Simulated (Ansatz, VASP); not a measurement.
# PbO2: VASP beside Ansatz

The input INCAR:

```
SYSTEM = PbO2
ALGO = Normal ; EDIFF = 1E-6
EDIFFG = -0.025 ; ENCUT = 600
GGA = PE ; IBRION = 2
ISIF = 3 ; ISMEAR = 0
LASPH = .True. ; LCHARG = .False.
LREAL = .False. ; LWAVE = .False.
NELM = 100 ; NSW = 80
PREC = Accurate ; SIGMA = 0.2
```

The input KPOINTS:

```
k-points
0
Gamma
  6 6 4
  0 0 0
```

The input POSCAR:

```
PbO2
1.0
   -1.7076690059      2.9972714706      0.0350800298
   -0.0328383595     -1.9647588058      4.5167454782
    5.0298661534      2.9434965674     -0.0397170976
Pb O
2 4
Direct
   -0.0148419778     -0.0095705306      0.0007094443
    0.4812861498     -0.0045923077      0.4974414429
    0.3810130771      0.7672106986      0.1189429118
    0.8809190367      0.7703833534      0.6329282049
    0.1329688983      0.2529336255      0.3832629132
    0.6386548160      0.2236351607      0.8667150829
```

Input for Ansatz:

```yaml
crystal:
  lattice:
    - [-1.7076690059, 2.9972714706, 0.0350800298]
    - [-0.0328383595, -1.9647588058, 4.5167454782]
    - [5.0298661534, 2.9434965674, -0.0397170976]
  atoms:
    - { symbol: Pb, position: [-0.0148419778, -0.0095705306, 0.0007094443] }
    - { symbol: Pb, position: [0.4812861498, -0.0045923077, 0.4974414429] }
    - { symbol: O, position: [0.3810130771, 0.7672106986, 0.1189429118] }
    - { symbol: O, position: [0.8809190367, 0.7703833534, 0.6329282049] }
    - { symbol: O, position: [0.1329688983, 0.2529336255, 0.3832629132] }
    - { symbol: O, position: [0.638654816, 0.2236351607, 0.8667150829] }
basis:
  ecutwfc: 420
kpoints:
  mp_grid: { grid: [6, 6, 4] }
hamiltonian:
  xc: pbe
scf:
  occupations: { method: gaussian, width: 0.2 }
  lower_state_search: "off"
output:
  forces: true
  stress: true
  eigenvalues: true
relax:
  adjacent_minimum: "off"
  f_tol: 0.025
  max_steps: 60
  cell: { stress_tol: 0.25 }
```

Change from the starting cell: cell x2, atoms moved at random (sigma 0.05 Å) and cell strained at random (1.5 %), then relaxed without symmetry.

Alike in both runs: task relaxation of cell and atoms; functional PBE; k mesh 6 × 6 × 4; occupations gaussian, width 0.2 eV; no spin polarisation.

|  | VASP | Ansatz |
| --- | --- | --- |
| version | VASP 6.6.1 | Ansatz 0.2.0 |
| potentials or method | VASP PAW PBE potentials, release 64 (Pb_d, O), cutoff 600 eV | scalar-relativistic, plane waves, PAW |
| valence electrons in the cell | 52 | 52 |

|  | VASP | Ansatz | Ansatz less VASP |
| --- | --- | --- | --- |
| gap on the k mesh at the Fermi level, each at its own relaxed structure (eV) | none | none | - |
| relaxed volume (Å³/atom) | 14.95 | 15.20 | +0.252 |
| relaxed cell length with the largest relative difference (Å) | 4.757 | 4.854 | +0.0977 |

A gap of «none» marks a metal or a gap that the smearing closes.

Neither program's run includes spin-orbit coupling.
